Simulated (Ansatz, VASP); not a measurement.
## One calculation of Si5O, two programs

Contents of INCAR:

```
SYSTEM = Si5O
PREC     = Accurate       ! precision mode
ENCUT    = 520            ! plane-wave cutoff, eV
EDIFF    = 1E-6           ! SCF threshold, eV
ISMEAR   = 0              ! smearing method
SIGMA    = 0.1            ! smearing width, eV
LREAL    = .FALSE.        ! projectors in reciprocal space
LASPH    = .TRUE.         ! aspherical terms in the spheres
NELM     = 60             ! most SCF steps
ALGO     = Normal         ! electronic algorithm
ISIF     = 2              ! what is computed and relaxed
LWAVE    = .FALSE.        ! write WAVECAR
LCHARG   = .TRUE.         ! write CHGCAR
GGA      = PE             ! functional
LELF     = .TRUE.         ! ELF
LVHAR    = .TRUE.       
NBANDS   = 22             ! bands
```

KPOINTS

```
regular mesh
0
G
  6 6 2
  0 0 0
```

File POSCAR:

```
Si5O
1.0
    2.6645594000      0.0000000000      0.0000000000
   -1.3322797000      2.3075761300      0.0000000000
    0.0000000000      0.0000000000     12.9517325400
Si O
5 1
Direct
    0.6666666700      0.3333333300      0.8353336500
    0.0000000000      0.0000000000      0.6676422400
    0.6666666700      0.3333333300      0.5000000000
    0.0000000000      0.0000000000      0.3323577600
    0.6666666700      0.3333333300      0.1646663500
    0.0000000000      0.0000000000      0.0000000000
```

Input for Ansatz:

```yaml
crystal:
  lattice:
    - [2.6645594, 0.0, 0.0]
    - [-1.3322797, 2.30757613, 0.0]
    - [0.0, 0.0, 12.95173254]
  atoms:
    - { symbol: Si, position: [0.66666667, 0.33333333, 0.83533365] }
    - { symbol: Si, position: [0.0, 0.0, 0.66764224] }
    - { symbol: Si, position: [0.66666667, 0.33333333, 0.5] }
    - { symbol: Si, position: [0.0, 0.0, 0.33235776] }
    - { symbol: Si, position: [0.66666667, 0.33333333, 0.16466635] }
    - { symbol: O, position: [0.0, 0.0, 0.0] }
basis:
  ecutwfc: 420
kpoints:
  mp_grid: { grid: [6, 6, 2] }
hamiltonian:
  xc: pbe
scf:
  occupations: { method: gaussian, width: 0.1 }
  lower_state_search: "off"
output:
  forces: true
  stress: true
  eigenvalues: true
```

Change from the starting cell: species swapped into the MgCd5 type (P-6m2, No. 187).

Alike in both runs: task single point; functional PBE; k mesh 6 × 6 × 2; occupations gaussian, width 0.1 eV; no spin polarisation.

|  | VASP | Ansatz |
| --- | --- | --- |
| version | VASP 6.6.1 | Ansatz 0.2.0 |
| potentials or method | VASP PAW PBE potentials, release 64 (Si, O), cutoff 520 eV | scalar-relativistic, plane waves, PAW |
| valence electrons in the cell | 26 | 26 |

Ansatz gave:

| Property | Result |
| --- | --- |
| gap on the k mesh at the Fermi level (eV) | none |
| pressure (GPa) | -2.0 |
| traceless stress, the component that is largest in VASP (GPa) | -11.34 |
| rms of the force components (eV/Å) | 0.776 |

Q: What did VASP give for the same quantities?

A: gap on the k mesh at the Fermi level (eV): none; pressure (GPa): -2.1; traceless stress, the component that is largest in VASP (GPa): -11.30; rms of the force components (eV/Å): 0.774.

Atom by atom the forces differ by 0.002 eV/Å (rms over components). A gap of «none» marks a metal or a gap that the smearing closes.

The k mesh is coarse, so the values compare programs but aren't converged.
